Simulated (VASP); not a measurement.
# Ag in VASP: notebook

Runs on Ag. Level: r2SCAN. Tasks: single point.

Program: VASP 6.6.1. These are calculated values, not measurements. Logs are shortened: lines on timing, memory, paths and dates and some standing lists are left out, and cuts for length are marked.

### 1 The cell of the first run

It takes space group Im-3m (No. 229, cubic). Conventional cell: a = 3.311 Å, b = 3.311 Å, c = 3.311 Å, α = 90.00°, β = 90.00°, γ = 90.00°. Within 3.8 Å of Ag (site symmetry m-3m) lie 14 Ag at 2.87 to 3.31 Å.

### 2 Single point, r2SCAN

POSCAR reads:

```
Ag
1.0
   -1.6556540000      1.6556540000      1.6556540000
    1.6556540000     -1.6556540000      1.6556540000
    1.6556540000      1.6556540000     -1.6556540000
Ag
1
Direct
    0.0000000000      0.0000000000      0.0000000000
```

INCAR.step1 reads:

```
SYSTEM = Ag
ALGO     = Normal         ! electronic algorithm
EDIFF    = 1E-4           ! SCF threshold, eV
ENCUT    = 520            ! plane-wave cutoff, eV
GGA      = PE             ! functional
ISMEAR   = -1             ! smearing method
LASPH    = .True.         ! aspherical terms in the spheres
LCHARG   = .False.        ! write CHGCAR
LREAL    = .False.        ! projectors in reciprocal space
LWAVE    = .True.         ! write WAVECAR
NBANDS   = 12             ! bands
NELM     = 60             ! most SCF steps
PREC     = Accurate       ! precision mode
SIGMA    = 0.1            ! smearing width, eV
```

INCAR.step2 reads:

```
SYSTEM = Ag
ALGO     = Normal         ! electronic algorithm
EDIFF    = 1E-6           ! SCF threshold, eV
ENCUT    = 520            ! plane-wave cutoff, eV
ISIF     = 2              ! what is computed and relaxed
ISMEAR   = -1             ! smearing method
ISTART   = 1            
LASPH    = .True.         ! aspherical terms in the spheres
LCHARG   = .True.         ! write CHGCAR
LELF     = .True.         ! ELF
LMIXTAU  = .True.       
LREAL    = .False.        ! projectors in reciprocal space
LVHAR    = .True.       
LWAVE    = .False.        ! write WAVECAR
METAGGA  = R2SCAN         ! meta-GGA
NBANDS   = 12             ! bands
NELM     = 60             ! most SCF steps
PREC     = Accurate       ! precision mode
SIGMA    = 0.1            ! smearing width, eV
```

KPOINTS reads:

```
k-points
0
Gamma
  15 15 15
  0 0 0
```

Potentials or basis: VASP PAW PBE potentials, release 64 (Ag).

Command:

```console
cat potpaw_PBE.64/Ag/POTCAR > POTCAR
cp INCAR.step1 INCAR
mpirun -np 1 vasp_std > vasp.out
cp INCAR.step2 INCAR
mpirun -np 1 vasp_std > vasp.out
```

OUTCAR:

```text
SYSTEM = Ag
   EDIFF = 1E-6
   ENCUT = 520
   ISIF = 2
   ISMEAR = -1
   ISTART = 1
   LASPH = .True.
   LREAL = .False.
   METAGGA = R2SCAN
   NELM = 60
   PREC = Accurate

 ion  position               nearest neighbor table
   1  0.000  0.000  0.000-

  LATTYP: Found a body centered cubic cell.
 ALAT       =     3.3113080000

  Lattice vectors:

 A1 = (  -1.6556540000,   1.6556540000,   1.6556540000)
 A2 = (   1.6556540000,  -1.6556540000,   1.6556540000)
 A3 = (   1.6556540000,   1.6556540000,  -1.6556540000)

Analysis of symmetry for initial positions (statically):
=====================================================================
 Subroutine PRICEL returns:
 Original cell was already a primitive cell.

 Routine SETGRP: Setting up the symmetry group for a
 body centered cubic supercell.

 Subroutine GETGRP returns: Found 48 space group operations
 (whereof 48 operations were pure point group operations)
 out of a pool of 48 trial point group operations.

The static configuration has the point symmetry O_h .

Analysis of symmetry for dynamics (positions and initial velocities):
=====================================================================
 Subroutine PRICEL returns:
 Original cell was already a primitive cell.

 Routine SETGRP: Setting up the symmetry group for a
 body centered cubic supercell.

 Subroutine GETGRP returns: Found 48 space group operations
 (whereof 48 operations were pure point group operations)
 out of a pool of 48 trial point group operations.

The dynamic configuration has the point symmetry O_h .

 Subroutine INISYM returns: Found 48 space group operations
 (whereof 48 operations are pure point group operations),
 and found     1 'primitive' translations

----------------------------------------------------------------------------------------

                                     Primitive cell

  volume of cell :      18.1538

  direct lattice vectors                    reciprocal lattice vectors
    -1.655654000  1.655654000  1.655654000     0.000000000  0.301995465  0.301995465
     1.655654000 -1.655654000  1.655654000     0.301995465  0.000000000  0.301995465
     1.655654000  1.655654000 -1.655654000     0.301995465  0.301995465  0.000000000

  length of vectors
     2.867676848  2.867676848  2.867676848     0.427086083  0.427086083  0.427086083

  position of ions in fractional coordinates (direct lattice)
     0.000000000  0.000000000  0.000000000

  ion indices of the primitive-cell ions
   primitive index   ion index
                 1           1

----------------------------------------------------------------------------------------

 KPOINTS: k-points

Automatic generation of k-mesh.
 Grid dimensions read from file:
 generate k-points for:   15   15   15

 Generating k-lattice:

  Cartesian coordinates                     Fractional coordinates (reciprocal lattice)
     0.000000000  0.020133031  0.020133031     0.066666667  0.000000000  0.000000000
     0.020133031  0.000000000  0.020133031     0.000000000  0.066666667  0.000000000
     0.020133031  0.020133031  0.000000000     0.000000000  0.000000000  0.066666667

  Length of vectors
     0.028472406  0.028472406  0.028472406

  Shift w.r.t. Gamma in fractional coordinates (k-lattice)
     0.000000000  0.000000000  0.000000000

 Subroutine IBZKPT returns following result:
 ===========================================

 Found    120 irreducible k-points:

 Following reciprocal coordinates:
            Coordinates               Weight
  0.000000  0.000000  0.000000      1.000000
  0.066667  0.000000  0.000000     12.000000
  0.133333  0.000000  0.000000     12.000000
  0.200000  0.000000  0.000000     12.000000
  0.266667  0.000000  0.000000     12.000000
  0.333333  0.000000  0.000000     12.000000
[... 16 lines left out ...]
  0.333333  0.200000 -0.000000     48.000000
  0.400000  0.200000 -0.000000     24.000000
 [... further k-points ...]
   k-points           NKPTS =    120   k-points in BZ     NKDIM =    120   number of bands    NBANDS=     12
   number of dos      NEDOS =    301   number of ions     NIONS =      1
   total plane-waves  NPLWV =  13824
   dimension x,y,z NGX =    24 NGY =   24 NGZ =   24
   dimension x,y,z NGXF=    48 NGYF=   48 NGZF=   48
   ions per type =               1
   NGX,Y,Z   is equivalent  to a cutoff of  13.91, 13.91, 13.91 a.u.
   NGXF,Y,Z  is equivalent  to a cutoff of  27.83, 27.83, 27.83 a.u.
 SYSTEM =  Ag
   PREC   = accura    normal or accurate (medium, high low for compatibility)
   ISTART =      1    job   : 0-new  1-cont  2-samecut
   ICHARG =      0    charge: 1-file 2-atom 10-const
   ISPIN  =      1    spin polarized calculation?
   LNONCOLLINEAR =      F non collinear calculations
   LSORBIT =      F    spin-orbit coupling
   LASPH  =      T    aspherical Exc in radial PAW
   ENCUT  =  520.0 eV  38.22 Ry    6.18 a.u.   5.33  5.33  5.33*2*pi/ulx,y,z
   NELM   =     60;   NELMIN=  2; NELMDL=  0     # of ELM steps
   EDIFF  = 0.1E-05   stopping-criterion for ELM
   LREAL  =      F    real-space projection
   EDIFFG = 0.1E-04   stopping-criterion for IOM
   NSW    =      0    number of steps for IOM
   IBRION =     -1    ionic relax: 0-MD 1-quasi-New 2-CG
   NFREE  =      0    steps in history (QN), initial steepest desc. (CG)
   ISIF   =      2    stress and relaxation
   ISYM   =      2    0-nonsym 1-usesym 2-fastsym
   POTIM  = 0.5000    time-step for ionic-motion
   TEBEG  =    0.0;   TEEND  =   0.0 temperature during run
   PSTRESS=    0.0 pullay stress
   NELECT =      11.0000    total number of electrons
   NUPDOWN=      -1.0000    fix difference up-down
   EMIN   =  10.00;   EMAX   =-10.00  energy-range for DOS
   EFERMI =   0.00;   METHOD = LEGACY
   ISMEAR =    -1;   SIGMA  =   0.10  broadening in eV -4-tet -1-fermi 0-gaus
   EFERMI_NEDOS =   21; number of points for ismear=-14 and -15
   IALGO  =     38    algorithm
   IMIX   =      4    mixing-type and parameters
     AMIX     =   0.40;   BMIX     =  1.00
     AMIX_MAG =   1.60;   BMIX_MAG =  1.00
  volume/ion in A,a.u.               =      18.15       122.51
  Fermi-wavevector in a.u.,A,eV,Ry     =   1.385318  2.617871 26.111022  1.919106
  Thomas-Fermi vector in A             =   2.509739
   LORBIT       =      0    0 simple, 1 ext, 2 COOP (PROOUT), +10 PAW based schemes
   METAGGA = R2SCAN    functional components
   LHFCALC =     F    Hartree Fock is set to
   AEXX    =    0.0000 exact exchange contribution
   IVDW    =     0    specifies the selected vdW correction
   LEPSILON=     F    determine dielectric tensor
   LRPA    =     F    only Hartree local field effects (RPA)
 non-spin polarized calculation
  energy-cutoff  :      520.00
  volume of cell :       18.15
 maximum number of plane-waves:       497
 NGX is ok and might be reduce to    24
   NGX = 11   NGY = 11   NGZ = 11

 number of electron      11.0000001 magnetization

 Free energy of the ion-electron system (eV)
  ---------------------------------------------------
  ext. energy  EPLUGINS =         0.00000000
  ---------------------------------------------------
  free energy    TOTEN  =       -21.32440436 eV

  energy without entropy =      -21.31574284  energy(sigma->0) =      -21.32007360

 E-fermi :   7.6380     XC(G=0): -12.5360

 val. band max:        7.6344185664   @ k =  -0.4000   0.4667   0.0667
 cond. band min:       7.6582117233   @ k =  -0.3333   0.4000   0.2000
 fundamental gap:      0.0237931569
 Fermi energy:         7.6379846832

 k-point     1 :       0.0000    0.0000    0.0000
  band No.  band energies     occupation
      1       0.1140      2.00000
      2       2.5641      2.00000
      3       2.5641      2.00000
      4       2.5641      2.00000
      5       3.7860      2.00000
      6       3.7860      2.00000
      7      26.0611      0.00000
      8      26.0611      0.00000
      9      26.0611      0.00000
     10      31.5542      0.00000
     11      31.5542      0.00000
     12      31.5542      0.00000

 k-point     2 :       0.0667    0.0000    0.0000
  band No.  band energies     occupation
      1       0.2582      2.00000
      2       2.5311      2.00000
      3       2.5706      2.00000
      4       2.6423      2.00000
      5       3.7505      2.00000
      6       3.7883      2.00000
      7      25.6134      0.00000
      8      25.9926      0.00000
      9      26.1371      0.00000
     10      30.0740      0.00000
     11      30.0831      0.00000
     12      30.6238      0.00000

 k-point     3 :       0.1333    0.0000    0.0000
  band No.  band energies     occupation
      1       0.6637      2.00000
      2       2.4391      2.00000
      3       2.6005      2.00000
      4       2.8693      2.00000
      5       3.6712      2.00000
      6       3.7957      2.00000
      7      24.0578      0.00000
      8      25.5152      0.00000
      9      26.3445      0.00000
     10      28.7678      0.00000
     11      28.8706      0.00000
     12      29.3094      0.00000
[... 286 lines left out ...]
 k-point    23 :       0.3333    0.2000   -0.0000
  band No.  band energies     occupation
      1       1.6826      2.00000
      2       2.1089      2.00000
      3       3.2060      2.00000
      4       3.7024      2.00000
      5       4.1116      2.00000
      6       8.6372      0.00009
      7      13.2568      0.00000
      8      16.9312      0.00000
      9      21.9999      0.00000
     10      28.1302      0.00000
     11      30.8923      0.00000
     12      33.8479      0.00000

 k-point    24 :       0.4000    0.2000   -0.0000
  band No.  band energies     occupation
      1       1.6524      2.00000
      2       2.0868      2.00000
      3       3.2509      2.00000
      4       3.7327      2.00000
      5       4.1600      2.00000
      6       9.8507      0.00000
      7      11.8113      0.00000
      8      16.7443      0.00000
      9      21.8526      0.00000
     10      28.2464      0.00000
     11      30.9213      0.00000
     12      33.8244      0.00000

 [... further k-points ...]
[... 5 lines left out ...]
  --------------------------------------------------------------------------------------
  -------------------------------------------------------------------------------------
  Total       -0.4163142     -0.4163142     -0.4163142      0.0000000      0.0000000      0.0000000
  in kB      -36.7420231    -36.7420231    -36.7420231      0.0000000      0.0000000      0.0000000
  external PRESSURE =     -36.7420231 kB  Pullay stress =       0.0000000 kB

 VOLUME and BASIS-vectors are now :
 -----------------------------------------------------------------------------
  energy-cutoff  :      520.00
  volume of cell :       18.15
      direct lattice vectors                 reciprocal lattice vectors
    -1.655654000  1.655654000  1.655654000     0.000000000  0.301995465  0.301995465
     1.655654000 -1.655654000  1.655654000     0.301995465  0.000000000  0.301995465
     1.655654000  1.655654000 -1.655654000     0.301995465  0.301995465  0.000000000

 POSITION                                       TOTAL-FORCE (eV/Angst)
 -----------------------------------------------------------------------------------
      0.00000      0.00000      0.00000        -0.000000      0.000000      0.000000
 -----------------------------------------------------------------------------------
    total drift:                                0.000000      0.000000      0.000000

  FREE ENERGIE OF THE ION-ELECTRON SYSTEM (eV)
  ---------------------------------------------------
  free  energy   TOTEN  =       -21.3244043626 eV

  energy  without entropy=      -21.3157428444  energy(sigma->0) =      -21.32007360
```

Run time: 27 s. Hardware: 1 thread of Intel Xeon 6975P-C (Granite Rapids), shared host; peak memory 0.15 GiB.

What came out:

| Item | Value |
| --- | --- |
| Free energy | -21.3244 eV |
| Pressure | -3.7 GPa |

Caveat: the PAW data sets were made with another functional, which shifts forces and pressure a little.

[end of part 1 of 2]
